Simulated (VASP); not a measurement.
# Rb (I4/mmm) in VASP: a series of runs

The runs below take Rb through single point, with PBE+D3(BJ).

All numbers are computed with VASP 6.6.1; they aren't measurements. Logs are shortened: lines on timing, memory, paths and dates and some standing lists are left out, and cuts for length are marked.

## Step 1: The cell of the first run

Symmetry: I4/mmm, No. 139, tetragonal system. Conventional cell: a = 4.736 Å, b = 4.736 Å, c = 7.280 Å, α = 90.00°, β = 90.00°, γ = 90.00°.

## Step 2: Single point, PBE+D3(BJ) (strain -0.080 along x and y, +0.000 along z)

Contents of INCAR:

```
ALGO     = Normal         # electronic algorithm
EDIFF    = 1E-7           # SCF threshold, eV
ENCUT    = 520            # plane-wave cutoff, eV
GGA      = PE             # functional
ISIF     = 2              # what is computed and relaxed
ISMEAR   = 0              # smearing method
IVDW     = 12             # dispersion correction
LASPH    = True           # aspherical terms in the spheres
LCHARG   = True           # write CHGCAR
LELF     = True           # ELF
LREAL    = False          # projectors in reciprocal space
LVHAR    = True         
LWAVE    = False          # write WAVECAR
NBANDS   = 10             # bands
NELM     = 60             # most SCF steps
PREC     = Accurate       # precision mode
SIGMA    = 0.15           # smearing width, eV
```

Contents of KPOINTS:

```
k-points
0
Gamma
  12 12 12
```

Contents of POSCAR:

```
Rb
1.0
    0.0000000000      3.3486938964      3.6398846700
    3.3486938964      0.0000000000      3.6398846700
    3.3486938964      3.3486938964      0.0000000000
Rb
1
Direct
    0.0000000000      0.0000000000      0.0000000000
```

Potentials or basis: VASP PAW PBE potentials, release 64 (Rb_sv).

On the command line:

```bash
$ cat potpaw_PBE.64/Rb_sv/POTCAR > POTCAR
$ mpirun -np 1 vasp_std > vasp.out
```

OUTCAR:

```text
EDIFF = 1E-7
   ENCUT = 520
   GGA = PE
   ISIF = 2
   ISMEAR = 0
   IVDW = 12
   LASPH = True
   LREAL = False
   NELM = 60
   PREC = Accurate
 IVDW          = 12

 ion  position               nearest neighbor table
   1  0.000  0.000  0.000-

  LATTYP: Found a body centered tetragonal cell.
 ALAT       =     4.7357683245
 C/A-ratio  =     1.5371886548

  Lattice vectors:

 A1 = (  -3.3486938964,   0.0000000000,   3.6398846700)
 A2 = (   3.3486938964,   0.0000000000,   3.6398846700)
 A3 = (   0.0000000000,   3.3486938964,  -3.6398846700)

Analysis of symmetry for initial positions (statically):
=====================================================================
 Subroutine PRICEL returns:
 Original cell was already a primitive cell.

 Routine SETGRP: Setting up the symmetry group for a
 body centered tetragonal supercell.

 Subroutine GETGRP returns: Found 16 space group operations
 (whereof 16 operations were pure point group operations)
 out of a pool of 16 trial point group operations.

The static configuration has the point symmetry D_4h.

Analysis of symmetry for dynamics (positions and initial velocities):
=====================================================================
 Subroutine PRICEL returns:
 Original cell was already a primitive cell.

 Routine SETGRP: Setting up the symmetry group for a
 body centered tetragonal supercell.

 Subroutine GETGRP returns: Found 16 space group operations
 (whereof 16 operations were pure point group operations)
 out of a pool of 16 trial point group operations.

The dynamic configuration has the point symmetry D_4h.

 Subroutine INISYM returns: Found 16 space group operations
 (whereof 16 operations are pure point group operations),
 and found     1 'primitive' translations

----------------------------------------------------------------------------------------

                                     Primitive cell

  volume of cell :      81.6335

  direct lattice vectors                    reciprocal lattice vectors
     0.000000000  3.348693896  3.639884670    -0.149311945  0.149311945  0.137366990
     3.348693896  0.000000000  3.639884670     0.149311945 -0.149311945  0.137366990
     3.348693896  3.348693896  0.000000000     0.149311945  0.149311945 -0.137366990

  length of vectors
     4.945959080  4.945959080  4.735768325     0.251908324  0.251908324  0.251908324

  position of ions in fractional coordinates (direct lattice)
     0.000000000  0.000000000  0.000000000

  ion indices of the primitive-cell ions
   primitive index   ion index
                 1           1

----------------------------------------------------------------------------------------

 KPOINTS: k-points

Automatic generation of k-mesh.
 Grid dimensions read from file:
 generate k-points for:   12   12   12

 Generating k-lattice:

  Cartesian coordinates                     Fractional coordinates (reciprocal lattice)
    -0.012442662  0.012442662  0.011447249     0.083333333  0.000000000  0.000000000
     0.012442662 -0.012442662  0.011447249     0.000000000  0.083333333  0.000000000
     0.012442662  0.012442662 -0.011447249    -0.000000000 -0.000000000  0.083333333

  Length of vectors
     0.020992360  0.020992360  0.020992360

  Shift w.r.t. Gamma in fractional coordinates (k-lattice)
     0.000000000  0.000000000  0.000000000

 Subroutine IBZKPT returns following result:
 ===========================================

 Found    163 irreducible k-points:

 Following reciprocal coordinates:
            Coordinates               Weight
  0.000000  0.000000  0.000000      1.000000
  0.083333  0.000000  0.000000      8.000000
  0.166667  0.000000  0.000000      8.000000
  0.250000  0.000000  0.000000      8.000000
  0.333333 -0.000000  0.000000      8.000000
  0.416667  0.000000  0.000000      8.000000
[... 16 lines left out ...]
  0.500000  0.166667  0.000000      8.000000
 -0.416667  0.166667  0.000000      8.000000
 [... further k-points ...]
   k-points           NKPTS =    163   k-points in BZ     NKDIM =    163   number of bands    NBANDS=     10
   number of dos      NEDOS =    301   number of ions     NIONS =      1
   total plane-waves  NPLWV =  57600
   dimension x,y,z NGX =    40 NGY =   40 NGZ =   36
   dimension x,y,z NGXF=    80 NGYF=   80 NGZF=   72
   ions per type =               1
   NGX,Y,Z   is equivalent  to a cutoff of  13.44, 13.44, 12.64 a.u.
   NGXF,Y,Z  is equivalent  to a cutoff of  26.89, 26.89, 25.28 a.u.
 SYSTEM =  unknown system
   PREC   = accura    normal or accurate (medium, high low for compatibility)
   ISTART =      0    job   : 0-new  1-cont  2-samecut
   ICHARG =      2    charge: 1-file 2-atom 10-const
   ISPIN  =      1    spin polarized calculation?
   LNONCOLLINEAR =      F non collinear calculations
   LSORBIT =      F    spin-orbit coupling
   LASPH  =      T    aspherical Exc in radial PAW
   ENCUT  =  520.0 eV  38.22 Ry    6.18 a.u.   9.20  9.20  8.81*2*pi/ulx,y,z
   NELM   =     60;   NELMIN=  2; NELMDL= -5     # of ELM steps
   EDIFF  = 0.1E-06   stopping-criterion for ELM
   LREAL  =      F    real-space projection
   EDIFFG = 0.1E-05   stopping-criterion for IOM
   NSW    =      0    number of steps for IOM
   IBRION =     -1    ionic relax: 0-MD 1-quasi-New 2-CG
   NFREE  =      0    steps in history (QN), initial steepest desc. (CG)
   ISIF   =      2    stress and relaxation
   ISYM   =      2    0-nonsym 1-usesym 2-fastsym
   POTIM  = 0.5000    time-step for ionic-motion
   TEBEG  =    0.0;   TEEND  =   0.0 temperature during run
   PSTRESS=    0.0 pullay stress
   NELECT =       9.0000    total number of electrons
   NUPDOWN=      -1.0000    fix difference up-down
   EMIN   =  10.00;   EMAX   =-10.00  energy-range for DOS
   EFERMI =   0.00;   METHOD = LEGACY
   ISMEAR =     0;   SIGMA  =   0.15  broadening in eV -4-tet -1-fermi 0-gaus
   EFERMI_NEDOS =   21; number of points for ismear=-14 and -15
   IALGO  =     38    algorithm
   IMIX   =      4    mixing-type and parameters
     AMIX     =   0.40;   BMIX     =  1.00
     AMIX_MAG =   1.60;   BMIX_MAG =  1.00
  volume/ion in A,a.u.               =      81.63       550.89
  Fermi-wavevector in a.u.,A,eV,Ry     =   0.784994  1.483423  8.384115  0.616215
  Thomas-Fermi vector in A             =   1.889239
   LORBIT       =      0    0 simple, 1 ext, 2 COOP (PROOUT), +10 PAW based schemes
   GGA     = PE    functional components
   LHFCALC =     F    Hartree Fock is set to
   AEXX    =    0.0000 exact exchange contribution
   IVDW    =    12    specifies the selected vdW correction
   LEPSILON=     F    determine dielectric tensor
   LRPA    =     F    only Hartree local field effects (RPA)
 non-spin polarized calculation
 Gauss-broadening in eV      SIGMA  =   0.15
  energy-cutoff  :      520.00
  volume of cell :       81.63
 maximum number of plane-waves:      2229
 NGX is ok and might be reduce to    40
   NGX = 19   NGY = 19   NGZ = 17

 number of electron       9.0000000 magnetization

 Free energy of the ion-electron system (eV)
  ---------------------------------------------------
  ext. energy  EPLUGINS =         0.00000000
  ---------------------------------------------------
  free energy    TOTEN  =        -0.93029557 eV

  energy without entropy =       -0.92054487  energy(sigma->0) =       -0.92542022

 E-fermi :   0.2691     XC(G=0):  -5.7343

 val. band max:        0.2632341326   @ k =   0.4167   0.4167   0.0000
 cond. band min:       0.2734041459   @ k =  -0.4167   0.0833   0.0000
 fundamental gap:      0.0101700134
 Fermi energy:         0.2691052590

 k-point     1 :       0.0000    0.0000    0.0000
  band No.  band energies     occupation
      1     -28.5803      2.00000
      2     -12.6126      2.00000
      3     -12.6090      2.00000
      4     -12.6090      2.00000
      5      -1.8492      2.00000
      6       3.7641      0.00000
      7       4.0848      0.00000
      8       4.0848      0.00000
      9       4.9867      0.00000
     10       5.7297      0.00000

 k-point     2 :       0.0833    0.0000    0.0000
  band No.  band energies     occupation
      1     -28.5799      2.00000
      2     -12.6198      2.00000
      3     -12.6131      2.00000
      4     -12.6097      2.00000
      5      -1.7630      2.00000
      6       3.6795      0.00000
      7       3.9606      0.00000
      8       4.1296      0.00000
      9       4.9157      0.00000
     10       5.5987      0.00000

 k-point     3 :       0.1667    0.0000    0.0000
  band No.  band energies     occupation
      1     -28.5787      2.00000
      2     -12.6457      2.00000
      3     -12.6181      2.00000
      4     -12.6116      2.00000
      5      -1.5109      2.00000
      6       3.2256      0.00000
      7       3.9197      0.00000
      8       4.2275      0.00000
      9       4.8612      0.00000
     10       5.3735      0.00000

 k-point     4 :       0.2500    0.0000    0.0000
  band No.  band energies     occupation
      1     -28.5770      2.00000
      2     -12.6810      2.00000
      3     -12.6245      2.00000
      4     -12.6142      2.00000
      5      -1.1117      2.00000
      6       2.6380      0.00000
      7       3.8216      0.00000
      8       4.2518      0.00000
      9       5.0489      0.00000
     10       5.3433      0.00000

 k-point     5 :       0.3333   -0.0000    0.0000
  band No.  band energies     occupation
      1     -28.5754      2.00000
      2     -12.7157      2.00000
      3     -12.6309      2.00000
      4     -12.6168      2.00000
      5      -0.5973      2.00000
      6       2.0294      0.00000
      7       3.6639      0.00000
      8       4.1439      0.00000
      9       5.4522      0.00000
     10       5.6223      0.00000

 k-point     6 :       0.4167    0.0000    0.0000
  band No.  band energies     occupation
      1     -28.5742      2.00000
      2     -12.7407      2.00000
      3     -12.6355      2.00000
      4     -12.6187      2.00000
      5      -0.0203      1.99365
      6       1.4237      0.00000
      7       3.5376      0.00000
      8       4.0275      0.00000
      9       5.8376      0.00000
     10       6.0442      0.00000
[... 183 lines left out ...]
 k-point    21 :       0.3333    0.1667    0.0000
  band No.  band energies     occupation
      1     -28.5761      2.00000
      2     -12.6888      2.00000
      3     -12.6357      2.00000
      4     -12.6256      2.00000
      5      -0.7643      2.00000
      6       2.5025      0.00000
      7       3.1274      0.00000
      8       4.3837      0.00000
      9       4.7926      0.00000
     10       6.0272      0.00000

 k-point    22 :       0.4167    0.1667    0.0000
  band No.  band energies     occupation
      1     -28.5747      2.00000
      2     -12.7131      2.00000
      3     -12.6470      2.00000
      4     -12.6270      2.00000
      5      -0.2438      2.00000
      6       1.9836      0.00000
      7       2.9566      0.00000
      8       4.3051      0.00000
      9       5.1412      0.00000
     10       6.3002      0.00000

 k-point    23 :       0.5000    0.1667    0.0000
  band No.  band energies     occupation
      1     -28.5737      2.00000
      2     -12.7308      2.00000
      3     -12.6555      2.00000
      4     -12.6261      2.00000
      5       0.3385      0.51304
      6       1.4225      0.00000
      7       2.8524      0.00000
      8       4.2114      0.00000
      9       5.3547      0.00000
     10       6.3446      0.00000

 k-point    24 :      -0.4167    0.1667    0.0000
  band No.  band energies     occupation
      1     -28.5733      2.00000
      2     -12.7375      2.00000
      3     -12.6586      2.00000
      4     -12.6234      2.00000
      5       0.6658      0.00018
      6       1.1079      0.00000
      7       2.7969      0.00000
      8       4.1740      0.00000
      9       5.5554      0.00000
     10       6.0282      0.00000

 [... further k-points ...]

------------------------ aborting loop because EDIFF is reached ----------------------------------------

 Edisp (eV)   -0.11264

 E8    (eV) :    -0.0643

  FORCE on cell =-STRESS in cart. coord.  units (eV):
  Direction    XX          YY          ZZ          XY          YZ          ZX
  --------------------------------------------------------------------------------------
  -------------------------------------------------------------------------------------
  Total       0.10489     0.10489     0.05324     0.00000    -0.00000     0.00000
  in kB       2.05854     2.05854     1.04491     0.00000    -0.00000     0.00000
  external pressure =        1.72 kB  Pullay stress =        0.00 kB

 VOLUME and BASIS-vectors are now :
 -----------------------------------------------------------------------------
  energy-cutoff  :      520.00
  volume of cell :       81.63
      direct lattice vectors                 reciprocal lattice vectors
     0.000000000  3.348693896  3.639884670    -0.149311945  0.149311945  0.137366990
     3.348693896  0.000000000  3.639884670     0.149311945 -0.149311945  0.137366990
     3.348693896  3.348693896  0.000000000     0.149311945  0.149311945 -0.137366990

 POSITION                                       TOTAL-FORCE (eV/Angst)
 -----------------------------------------------------------------------------------
      0.00000      0.00000      0.00000         0.000000      0.000000     -0.000000
 -----------------------------------------------------------------------------------
    total drift:                                0.000000     -0.000000     -0.000000

  FREE ENERGIE OF THE ION-ELECTRON SYSTEM (eV)
  ---------------------------------------------------
  free  energy   TOTEN  =        -1.0429344291 eV

  energy  without entropy=       -1.0331837367  energy(sigma->0) =       -1.03805908
```

Run time: 88 s. Hardware: 1 thread of Intel Xeon Platinum 8488C (Sapphire Rapids), shared host; peak memory 0.31 GiB.

Results:

```yaml
Free_energy: -1.0429 eV
Pressure: 0.2 GPa
Dispersion_energy_per_atom: -0.113 eV
```

Stress tensor (GPa, compression positive):
```
0.21 0.00 0.00
0.00 0.21 0.00
0.00 0.00 0.10
```

Caveat: the cell differs from its parent crystal (strain -0.080 along x and y, +0.000 along z); pairwise dispersion overbinds metals, which lowers pressure and volume.

## Step 3: Single point, PBE+D3(BJ) (strain -0.040 along x and y, -0.080 along z)

Contents of INCAR:

```
SYSTEM = Rb
ALGO = Normal
EDIFF = 1E-6
ENCUT = 520
GGA = PE
ISIF = 2
ISMEAR = 0
IVDW = 12
LASPH = .True.
LCHARG = .True.
LELF = .True.
LREAL = .False.
LVHAR = .True.
LWAVE = .False.
NBANDS = 10
NELM = 100
PREC = Accurate
SIGMA = 0.15
```

Contents of KPOINTS:

```
k-points
0
Gamma
  12 12 12
  0 0 0
```

Contents of POSCAR:

```
Rb
1.0
    0.0000000000      3.4942892832      3.3486938964
    3.4942892832      0.0000000000      3.3486938964
    3.4942892832      3.4942892832      0.0000000000
Rb
1
Direct
    0.0000000000      0.0000000000      0.0000000000
```

Potentials or basis: VASP PAW PBE potentials, release 64 (Rb_sv).

On the command line:

```bash
$ cat potpaw_PBE.64/Rb_sv/POTCAR > POTCAR
$ mpirun -np 1 vasp_std > vasp.out
```

It took 71 s on 1 thread of Intel Xeon Platinum 8488C (Sapphire Rapids), shared host; peak memory 0.29 GiB.

The run converged. Its results:

```
Free energy                : -1.0441 eV
Pressure                   : 0.2 GPa
Dispersion energy per atom : -0.112 eV
```

Levels at points of the mesh, in eV from the Fermi level:
| k point | band 1 | band 2 | band 3 | band 4 | band 5 | band 6 | band 7 | band 8 | band 9 | band 10 |
| --- | --- | --- | --- | --- | --- | --- | --- | --- | --- | --- |
| (0.00, 0.00, 0.00) | -28.84 | -12.87 | -12.87 | -12.87 | -2.11 | 3.65 | 3.65 | 3.80 | 4.96 | 5.27 |
| (0.50, 0.00, 0.00) | -28.84 | -13.01 | -12.90 | -12.89 | 0.12 | 0.74 | 3.34 | 3.59 | 5.94 | 5.97 |
| (0.50, 0.50, 0.00) | -28.83 | -13.00 | -12.93 | -12.93 | 0.66 | 1.71 | 1.76 | 4.68 | 4.68 | 5.44 |
| (0.50, 0.00, 0.50) | -28.84 | -13.00 | -12.93 | -12.91 | 0.53 | 1.47 | 1.84 | 4.89 | 5.01 | 5.39 |

Caveat: the cell differs from its parent crystal (strain -0.040 along x and y, -0.080 along z); pairwise dispersion overbinds metals, which lowers pressure and volume.
